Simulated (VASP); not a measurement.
# CdTe (F-43m) in VASP: single point with PBE

Aim: the single point of CdTe with PBE.

Program: VASP 6.6.1. These are calculated values, not measurements. Logs are shortened: lines on timing, memory, paths and dates and some standing lists are left out, and cuts for length are marked.

## (1) The cell of the first run

It takes space group F-43m (No. 216, cubic). The conventional cell has a = 5.755 Å, b = 5.755 Å, c = 5.755 Å, α = 90.00°, β = 90.00°, γ = 90.00°. Cd (site symmetry -43m) has 4 Te at 2.49 Å within 3.3 Å. Within 3.3 Å of Te (site symmetry -43m) lie 4 Cd at 2.49 Å.

## (2) Single point, PBE

File INCAR:

```
PREC = Accurate
ENCUT = 500
EDIFF = 1E-6
ISMEAR = 0
SIGMA = 0.02
LREAL = False
LASPH = True
NELM = 120
ALGO = Normal
ISIF = 2
LWAVE = False
LCHARG = False
GGA = PE
NBANDS = 16
GGA_COMPAT = False
```

File KPOINTS:

```
Automatic mesh
0
Gamma
  15 15 15
```

File POSCAR:

```
CdTe
1.0
    0.0000000000      2.8776554463      2.8776554463
    2.8776554463      0.0000000000      2.8776554463
    2.8776554463      2.8776554463      0.0000000000
Cd Te
1 1
Direct
    0.0000000000      0.0000000000      0.0000000000
    0.2500000000      0.2500000000      0.2500000000
```

Potentials or basis: VASP PAW PBE potentials, release 64 (Cd, Te).

Command:

```bash
$ cat potpaw_PBE.64/Cd/POTCAR potpaw_PBE.64/Te/POTCAR > POTCAR
$ mpirun -np 1 vasp_std > vasp.out
```

OUTCAR:

```text
PREC = Accurate
   ENCUT = 500
   EDIFF = 1E-6
   ISMEAR = 0
   LREAL = False
   LASPH = True
   NELM = 120
   ISIF = 2
   GGA = PE

 ion  position               nearest neighbor table
   1  0.000  0.000  0.000-   2 2.49   2 2.49   2 2.49   2 2.49
   2  0.250  0.250  0.250-   1 2.49   1 2.49   1 2.49   1 2.49

  LATTYP: Found a face centered cubic cell.
 ALAT       =     5.7553108926

  Lattice vectors:

 A1 = (   0.0000000000,   2.8776554463,   2.8776554463)
 A2 = (   2.8776554463,   0.0000000000,   2.8776554463)
 A3 = (   2.8776554463,   2.8776554463,   0.0000000000)

Analysis of symmetry for initial positions (statically):
=====================================================================
 Subroutine PRICEL returns:
 Original cell was already a primitive cell.

 Routine SETGRP: Setting up the symmetry group for a
 face centered cubic supercell.

 Subroutine GETGRP returns: Found 24 space group operations
 (whereof 24 operations were pure point group operations)
 out of a pool of 48 trial point group operations.

The static configuration has the point symmetry T_d .

Analysis of symmetry for dynamics (positions and initial velocities):
=====================================================================
 Subroutine PRICEL returns:
 Original cell was already a primitive cell.

 Routine SETGRP: Setting up the symmetry group for a
 face centered cubic supercell.

 Subroutine GETGRP returns: Found 24 space group operations
 (whereof 24 operations were pure point group operations)
 out of a pool of 48 trial point group operations.

The dynamic configuration has the point symmetry T_d .

 Subroutine INISYM returns: Found 24 space group operations
 (whereof 24 operations are pure point group operations),
 and found     1 'primitive' translations

----------------------------------------------------------------------------------------

                                     Primitive cell

  volume of cell :      47.6592

  direct lattice vectors                    reciprocal lattice vectors
     0.000000000  2.877655446  2.877655446    -0.173752560  0.173752560  0.173752560
     2.877655446  0.000000000  2.877655446     0.173752560 -0.173752560  0.173752560
     2.877655446  2.877655446  0.000000000     0.173752560  0.173752560 -0.173752560

  length of vectors
     4.069619360  4.069619360  4.069619360     0.300948262  0.300948262  0.300948262

  position of ions in fractional coordinates (direct lattice)
     0.000000000  0.000000000  0.000000000
     0.250000000  0.250000000  0.250000000

  ion indices of the primitive-cell ions
   primitive index   ion index
                 1           1
                 2           2

----------------------------------------------------------------------------------------

 KPOINTS: Automatic mesh

Automatic generation of k-mesh.
 Grid dimensions read from file:
 generate k-points for:   15   15   15

 Generating k-lattice:

  Cartesian coordinates                     Fractional coordinates (reciprocal lattice)
    -0.011583504  0.011583504  0.011583504     0.066666667  0.000000000  0.000000000
     0.011583504 -0.011583504  0.011583504     0.000000000  0.066666667  0.000000000
     0.011583504  0.011583504 -0.011583504     0.000000000  0.000000000  0.066666667

  Length of vectors
     0.020063217  0.020063217  0.020063217

  Shift w.r.t. Gamma in fractional coordinates (k-lattice)
     0.000000000  0.000000000  0.000000000

 Subroutine IBZKPT returns following result:
 ===========================================

 Found    120 irreducible k-points:

 Following reciprocal coordinates:
            Coordinates               Weight
  0.000000  0.000000  0.000000      1.000000
  0.066667  0.000000  0.000000      8.000000
  0.133333  0.000000  0.000000      8.000000
  0.200000  0.000000  0.000000      8.000000
  0.266667  0.000000  0.000000      8.000000
  0.333333  0.000000  0.000000      8.000000
[... 16 lines left out ...]
  0.133333  0.133333  0.000000      6.000000
  0.200000  0.133333  0.000000     24.000000
 [... further k-points ...]
   k-points           NKPTS =    120   k-points in BZ     NKDIM =    120   number of bands    NBANDS=     16
   number of dos      NEDOS =    301   number of ions     NIONS =      2
   total plane-waves  NPLWV =  27000
   dimension x,y,z NGX =    30 NGY =   30 NGZ =   30
   dimension x,y,z NGXF=    60 NGYF=   60 NGZF=   60
   ions per type =               1   1
   NGX,Y,Z   is equivalent  to a cutoff of  12.26, 12.26, 12.26 a.u.
   NGXF,Y,Z  is equivalent  to a cutoff of  24.51, 24.51, 24.51 a.u.
 SYSTEM =  unknown system
   PREC   = accura    normal or accurate (medium, high low for compatibility)
   ISTART =      0    job   : 0-new  1-cont  2-samecut
   ICHARG =      2    charge: 1-file 2-atom 10-const
   ISPIN  =      1    spin polarized calculation?
   LNONCOLLINEAR =      F non collinear calculations
   LSORBIT =      F    spin-orbit coupling
   LASPH  =      T    aspherical Exc in radial PAW
   ENCUT  =  500.0 eV  36.75 Ry    6.06 a.u.   7.42  7.42  7.42*2*pi/ulx,y,z
   NELM   =    120;   NELMIN=  2; NELMDL= -5     # of ELM steps
   EDIFF  = 0.1E-05   stopping-criterion for ELM
   LREAL  =      F    real-space projection
[... 7 lines left out ...]
   TEBEG  =    0.0;   TEEND  =   0.0 temperature during run
   PSTRESS=    0.0 pullay stress
   NELECT =      18.0000    total number of electrons
   NUPDOWN=      -1.0000    fix difference up-down
   EMIN   =  10.00;   EMAX   =-10.00  energy-range for DOS
   EFERMI =   0.00;   METHOD = LEGACY
   ISMEAR =     0;   SIGMA  =   0.02  broadening in eV -4-tet -1-fermi 0-gaus
   EFERMI_NEDOS =   21; number of points for ismear=-14 and -15
   IALGO  =     38    algorithm
   IMIX   =      4    mixing-type and parameters
     AMIX     =   0.40;   BMIX     =  1.00
     AMIX_MAG =   1.60;   BMIX_MAG =  1.00
  volume/ion in A,a.u.               =      23.83       160.81
  Fermi-wavevector in a.u.,A,eV,Ry     =   1.183360  2.236226 19.052794  1.400341
  Thomas-Fermi vector in A             =   2.319596
   LORBIT       =      0    0 simple, 1 ext, 2 COOP (PROOUT), +10 PAW based schemes
   GGA     = PE    functional components
   LHFCALC =     F    Hartree Fock is set to
   AEXX    =    0.0000 exact exchange contribution
   IVDW    =     0    specifies the selected vdW correction
   LEPSILON=     F    determine dielectric tensor
   LRPA    =     F    only Hartree local field effects (RPA)
 non-spin polarized calculation
 Gauss-broadening in eV      SIGMA  =   0.02
  energy-cutoff  :      500.00
  volume of cell :       47.66
 maximum number of plane-waves:      1243
 NGX is ok and might be reduce to    30
   NGX = 15   NGY = 15   NGZ = 15

 number of electron      18.0000008 magnetization

 Free energy of the ion-electron system (eV)
  ---------------------------------------------------
  ext. energy  EPLUGINS =         0.00000000
  ---------------------------------------------------
  free energy    TOTEN  =        -2.69993788 eV

  energy without entropy =       -2.69993788  energy(sigma->0) =       -2.69993788

 E-fermi :   6.6166     XC(G=0): -10.2699

 val. band max:        6.4691715863   @ k =   0.0000   0.0000   0.0000
 cond. band min:       8.0336602964   @ k =   0.4667   0.4667   0.0000
 fundamental gap:      1.5644887101
 Fermi energy:         6.6165932715

 k-point     1 :       0.0000    0.0000    0.0000
  band No.  band energies     occupation
      1      -7.5165      2.00000
      2      -3.8602      2.00000
      3      -3.8602      2.00000
      4      -3.8602      2.00000
      5      -3.2397      2.00000
      6      -3.2397      2.00000
[... 8 lines left out ...]
     15      16.3013      0.00000
     16      16.3014      0.00000

 k-point     2 :       0.0667    0.0000    0.0000
  band No.  band energies     occupation
      1      -7.4821      2.00000
      2      -3.8522      2.00000
      3      -3.8522      2.00000
      4      -3.8471      2.00000
      5      -3.2411      2.00000
      6      -3.2411      2.00000
[... 8 lines left out ...]
     15      15.5658      0.00000
     16      15.5658      0.00000

 k-point     3 :       0.1333    0.0000    0.0000
  band No.  band energies     occupation
      1      -7.3836      2.00000
      2      -3.8299      2.00000
      3      -3.8299      2.00000
      4      -3.8015      2.00000
      5      -3.2444      2.00000
      6      -3.2444      2.00000
[... 8 lines left out ...]
     15      15.0213      0.00000
     16      15.0213      0.00000

 k-point     4 :       0.2000    0.0000    0.0000
  band No.  band energies     occupation
      1      -7.2367      2.00000
      2      -3.7988      2.00000
      3      -3.7988      2.00000
      4      -3.7061      2.00000
      5      -3.2467      2.00000
      6      -3.2467      2.00000
[... 8 lines left out ...]
     15      14.7993      0.00000
     16      14.7993      0.00000

 k-point     5 :       0.2667    0.0000    0.0000
  band No.  band energies     occupation
      1      -7.0665      2.00000
      2      -3.7663      2.00000
      3      -3.7663      2.00000
      4      -3.5355      2.00000
      5      -3.2449      2.00000
      6      -3.2449      2.00000
[... 8 lines left out ...]
     15      14.9949      0.00000
     16      14.9949      0.00000

 k-point     6 :       0.3333    0.0000    0.0000
  band No.  band energies     occupation
      1      -6.9047      2.00000
      2      -3.7393      2.00000
      3      -3.7393      2.00000
      4      -3.2668      2.00000
      5      -3.2376      2.00000
      6      -3.2376      2.00000
[... 8 lines left out ...]
     15      15.5814      0.00000
     16      15.5814      0.00000
[... 267 lines left out ...]
 k-point    21 :      -0.1333    0.0667    0.0000
  band No.  band energies     occupation
      1      -7.3115      2.00000
      2      -3.8193      2.00000
      3      -3.8045      2.00000
      4      -3.7659      2.00000
      5      -3.2556      2.00000
      6      -3.2362      2.00000
[... 8 lines left out ...]
     15      14.8319      0.00000
     16      15.6612      0.00000

 k-point    22 :      -0.0667    0.0667    0.0000
  band No.  band energies     occupation
      1      -7.4263      2.00000
      2      -3.8428      2.00000
      3      -3.8333      2.00000
      4      -3.8259      2.00000
      5      -3.2481      2.00000
      6      -3.2382      2.00000
[... 8 lines left out ...]
     15      14.8751      0.00000
     16      15.4440      0.00000

 k-point    23 :       0.1333    0.1333    0.0000
  band No.  band energies     occupation
      1      -7.3394      2.00000
      2      -3.8197      2.00000
      3      -3.8015      2.00000
      4      -3.8015      2.00000
      5      -3.2622      2.00000
      6      -3.2286      2.00000
[... 8 lines left out ...]
     15      15.8028      0.00000
     16      16.5115      0.00000

 k-point    24 :       0.2000    0.1333    0.0000
  band No.  band energies     occupation
      1      -7.2300      2.00000
      2      -3.7955      2.00000
      3      -3.7688      2.00000
      4      -3.7472      2.00000
      5      -3.2674      2.00000
      6      -3.2242      2.00000
[... 8 lines left out ...]
     15      16.1917      0.00000
     16      16.2883      0.00000

 [... further k-points ...]

------------------------ aborting loop because EDIFF is reached ----------------------------------------

  FORCE on cell =-STRESS in cart. coord.  units (eV):
  Direction    XX          YY          ZZ          XY          YZ          ZX
  --------------------------------------------------------------------------------------
  -------------------------------------------------------------------------------------
  Total       12.0510943     12.0510943     12.0510943      0.0000000      0.0000000     -0.0000000
  in kB      405.1265367    405.1265367    405.1265367      0.0000000      0.0000000     -0.0000000
  external PRESSURE =     405.1265367 kB  Pullay stress =       0.0000000 kB

 VOLUME and BASIS-vectors are now :
 -----------------------------------------------------------------------------
  energy-cutoff  :      500.00
  volume of cell :       47.66
      direct lattice vectors                 reciprocal lattice vectors
     0.000000000  2.877655446  2.877655446    -0.173752560  0.173752560  0.173752560
     2.877655446  0.000000000  2.877655446     0.173752560 -0.173752560  0.173752560
     2.877655446  2.877655446  0.000000000     0.173752560  0.173752560 -0.173752560

 POSITION                                       TOTAL-FORCE (eV/Angst)
 -----------------------------------------------------------------------------------
      0.00000      0.00000      0.00000         0.000000      0.000000      0.000000
      1.43883      1.43883      1.43883        -0.000000     -0.000000     -0.000000
 -----------------------------------------------------------------------------------
    total drift:                                0.000000      0.000000      0.000000

  FREE ENERGIE OF THE ION-ELECTRON SYSTEM (eV)
  ---------------------------------------------------
  free  energy   TOTEN  =        -2.6999378846 eV

  energy  without entropy=       -2.6999378846  energy(sigma->0) =       -2.69993788
```

Run time: 77 s. Hardware: 1 thread of AMD EPYC 7R43 (Zen 3), shared host; peak memory 0.2 GiB.

Results:

* Free energy: -2.6999 eV
* Pressure: 40.5 GPa
* Band gap on the k mesh: 1.56 eV (least direct gap 1.87 eV)

Levels at points of the mesh, in eV from the valence-band top:
```
           k point  band 5  band 6  band 7  band 8  band 9  band 10  band 11  band 12  band 13  band 14
(0.00, 0.00, 0.00)   -9.71   -9.71    0.00    0.00    0.00     1.87     4.08     4.08     4.08     7.69
```

Caveat: the cell stands under pressure; spin-orbit coupling is left out, which moves the levels of the heavy elements; an odd mesh through Γ misses points on the zone boundary, where band edges can lie.
